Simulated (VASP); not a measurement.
A run of VASP 6.6.1 is set up as follows.

File INCAR:

```
ALGO     = Normal         # electronic algorithm
EDIFF    = 1E-7           # SCF threshold, eV
ENCUT    = 520            # plane-wave cutoff, eV
GGA      = PE             # functional
ISIF     = 2              # what is computed and relaxed
ISMEAR   = -1             # smearing method
LASPH    = T              # aspherical terms in the spheres
LCHARG   = F              # write CHGCAR
LREAL    = F              # projectors in reciprocal space
LWAVE    = F              # write WAVECAR
NBANDS   = 14             # bands
NELM     = 80             # most SCF steps
PREC     = Accurate       # precision mode
SIGMA    = 0.08           # smearing width, eV
```

KPOINTS

```
k-points
0
Gamma
  22 22 22
```

The input POSCAR:

```
Rh
1.0
    0.0000000000      1.9015500000      1.9015500000
    1.9015500000      0.0000000000      1.9015500000
    1.9015500000      1.9015500000      0.0000000000
Rh
1
Direct
    0.0000000000      0.0000000000      0.0000000000
```

Potentials or basis: VASP PAW PBE potentials, release 64 (Rh_pv).

Run with:

```console
$ cat potpaw_PBE.64/Rh_pv/POTCAR > POTCAR
$ mpirun -np 1 vasp_std > vasp.out
```

(1) Predict the pressure.

Answers

(1) 6.0 GPa.
